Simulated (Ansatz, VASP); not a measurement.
One calculation of GdN, two programs

```
CELL_PARAMETERS angstrom
0.00000 2.45000 2.45000
2.45000 0.00000 2.45000
2.45000 2.45000 0.00000
ATOMIC_POSITIONS crystal
Gd 0.00000 0.00000 0.00000
N 0.41327 0.41327 0.58673
```

Alike in both runs: task single point; functional PBE; k mesh 3 × 3 × 3; occupations fermi-dirac, width 0.15 eV; collinear spin.

|  | VASP | Ansatz |
| --- | --- | --- |
| version | VASP 6.6.1 | Ansatz 0.2 development build |
| potentials or method | VASP PAW PBE potentials, release 64 (Gd, N), cutoff 600 eV | all-electron full-potential LAPW, scalar-relativistic |

```tsv
	VASP	Ansatz	Ansatz less VASP
pressure (GPa)	17.3	18.0	+0.77
traceless stress, the component that is largest in VASP (GPa)	22.90	22.17	-0.731
rms of the force components (eV/Å)	1.911	1.847	-0.0644
net moment per atom (μB)	3.50	3.50	+0.003
size of the moment on the site where the two differ most (μB)	6.78	6.82	+0.038
```

Site moments also hang on the region over which each program counts them. Atom by atom the forces differ by 0.064 eV/Å (rms over components). Ansatz ran all-electron here, and VASP with PAW potentials. Ansatz's warnings: basis target unmet.

The k mesh is coarse, so the values compare programs but aren't converged. Spin-orbit coupling is off throughout.
